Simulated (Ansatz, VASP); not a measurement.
## One calculation of Mg, two programs

```xyz
1
Lattice="0.0000 2.2443 2.2218 2.2443 0.0000 2.2218 2.2443 2.2443 0.0000" Properties=species:S:1:pos:R:3 pbc="T T T"
Mg    0.0000    0.0000    0.0000
```

Change from the starting cell: zz strain of -1 %.

Alike in both runs: task single point; functional LDA; k mesh 16 × 16 × 16; occupations fermi-dirac, width 0.03 eV; no spin polarisation.

|  | VASP | Ansatz |
| --- | --- | --- |
| version | VASP 6.6.1 | Ansatz 0.2.0 |
| potentials or method | VASP PAW LDA potentials, release 64 (Mg), cutoff 520 eV | all-electron LAPW, scalar-relativistic |

Ansatz gave:

| Quantity | Value |
| --- | --- |
| pressure (GPa) | -1.0 |
| traceless stress, the component that is largest in VASP (GPa) | -0.17 |

Question: Which values does VASP return?

Answer: Pressure (GPa): -1.3; traceless stress, the component that is largest in VASP (GPa): -0.18.

LDA's correlation is that of Perdew and Zunger in VASP and of Perdew and Wang (1992) in Ansatz. Ansatz ran all-electron here, and VASP with PAW potentials.
